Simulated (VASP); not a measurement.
Write the native input for VASP 6.6.1 that does the following.

```
Task                   : single point
Functional             : PBE
Potentials or basis    : VASP PAW PBE potentials, release 64 (Ga_d, N)
Cutoff                 : 520 eV
k mesh                 : 12 × 12 × 6
Occupations            : gaussian, width 0.01 eV
Spin                   : no spin polarisation
Dipole correction      : no
Further INCAR settings : ALGO = Normal; EDIFF = 1e-06; NBANDS = 26
```

The structure of GaN lies in POSCAR:

```
GaN
1.0
    3.2183708173      0.0000000000      0.0000000000
   -1.6091854087      2.7871908866      0.0000000000
    0.0000000000      0.0000000000      5.2431684262
Ga N
2 2
Direct
    0.6666666667      0.3333333333      0.4991348648
    0.3333333333      0.6666666667      0.9991348648
    0.6666666667      0.3333333333      0.8758651352
    0.3333333333      0.6666666667      0.3758651352
```

These files were run (other wordings do the same):

INCAR

```
PREC = Accurate ; ENCUT = 520
EDIFF = 1E-6 ; ISMEAR = 0
SIGMA = 0.01 ; LREAL = F
LASPH = T ; NELM = 100
ALGO = Normal ; ISIF = 2
LWAVE = F ; LCHARG = F
GGA = PE ; NBANDS = 26
```

KPOINTS

```
Automatic mesh
0
Gamma
  12 12 6
```

Potentials or basis: VASP PAW PBE potentials, release 64 (Ga_d, N).

The run is started by

```console
$ cat potpaw_PBE.64/Ga_d/POTCAR potpaw_PBE.64/N/POTCAR > POTCAR
$ mpirun -np 1 vasp_std > vasp.out
```

It gave:

```
Pressure               : 0.1 GPa
Band gap on the k mesh : 1.72 eV, direct
```

Run time: 94 s on 1 thread of AMD EPYC 7R43 64-Core Processor (Zen 3), on a shared host, peak memory 0.17 GiB.
